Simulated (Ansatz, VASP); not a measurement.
Two plane-wave programs on BN

File INCAR:

```
SYSTEM = BN
PREC = Accurate ; ENCUT = 520
EDIFF = 1E-6 ; ISMEAR = -1
SIGMA = 0.05 ; LREAL = .False.
LASPH = .True. ; NELM = 80
ALGO = Normal ; ISIF = 2
LWAVE = .False. ; LCHARG = .False.
GGA = B5 ; ALDAX = 1.0
AGGAX = 1.0 ; AGGAC = 1.0
ALDAC = 0.0 ; IVDW = 13
VDW_S6 = 1.0 ; VDW_S8 = 2.34076671
VDW_A1 = 0.44488865 ; VDW_A2 = 4.0933009
NBANDS = 16
```

KPOINTS

```
Automatic mesh
0
Gamma
  12 12 4
  0 0 0
```

File POSCAR:

```
BN
1.0
    2.5311153490      0.0000000000      0.0000000000
   -1.2655576745      2.1920101922      0.0000000000
    0.0000000000      0.0000000000      6.7230218559
N B
2 2
Direct
    0.6666666667      0.3333333333      0.2500000000
    0.3333333333      0.6666666667      0.7500000000
    0.6666666667      0.3333333333      0.7500000000
    0.3333333333      0.6666666667      0.2500000000
```

The input input.yaml:

```yaml
crystal:
  lattice:
    - [2.531115349, 0.0, 0.0]
    - [-1.2655576745, 2.1920101922, 0.0]
    - [0.0, 0.0, 6.7230218559]
  atoms:
    - { symbol: "N", position: [0.6666666667, 0.3333333333, 0.25] }
    - { symbol: "N", position: [0.3333333333, 0.6666666667, 0.75] }
    - { symbol: B, position: [0.6666666667, 0.3333333333, 0.75] }
    - { symbol: B, position: [0.3333333333, 0.6666666667, 0.25] }
hamiltonian:
  xc: blyp
  pseudopotentials: { kind: paw }
  dispersion: d4
kpoints:
  mp_grid: { grid: [12, 12, 4] }
scf:
  occupations: { method: fermi_dirac, width: 0.05 }
output:
  forces: true
  stress: true
  eigenvalues: true
```

Alike in both runs: task single point; functional BLYP; dispersion D4; k mesh 12 × 12 × 4; occupations fermi-dirac, width 0.05 eV; no spin polarisation.

```csv
,VASP,Ansatz
version,VASP 6.6.1,Ansatz 0.2.0
potentials or method,"VASP PAW PBE potentials, release 64 (N, B)",Ansatz PAW
plane-wave cutoff (eV),520,420
valence electrons in the cell,16,16
```

VASP gave:

```
gap on the k mesh at the Fermi level (eV)                     : 4.31
least direct gap on the mesh (eV)                             : 4.62
pressure (GPa)                                                : -7.1
traceless stress, the component that is largest in VASP (GPa) : 4.91
```

Question: What did Ansatz give for the same quantities?

Answer: gap on the k mesh at the Fermi level (eV): 4.31; least direct gap on the mesh (eV): 4.61; pressure (GPa): -6.9; traceless stress, the component that is largest in VASP (GPa): 4.87.

VASP's potentials were made for PBE, not for BLYP.
